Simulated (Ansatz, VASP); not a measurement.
## Two plane-wave programs on Mg

```
Mg
1.0
     0.00000    3.46981    3.46981
     3.46981    0.00000    3.46981
     3.46981    3.46981    0.00000
Mg
2
Direct
  0.12500 0.12500 0.12500
  0.87500 0.87500 0.87500
```

Alike in both runs: task single point; functional BLYP; k mesh 9 × 9 × 9; occupations fermi-dirac, width 0.1 eV; no spin polarisation.

```csv
,VASP,Ansatz
version,VASP 6.6.1,Ansatz 0.2.0
potentials or method,"VASP PAW PBE potentials, release 64 (Mg), cutoff 520 eV","plane waves (420 eV) with PAW, scalar-relativistic"
valence electrons in the cell,4,20
```

```csv
,VASP,Ansatz,Ansatz less VASP
pressure (GPa),0.7,0.7,-0.01
```

VASP's potentials were made for PBE, not for BLYP. With one functional, cell and mesh, what is left measures potentials, basis and numerics. VASP's potentials hold 4 valence electrons a cell and Ansatz's 20, so a difference there can come from the potentials and not from the codes.
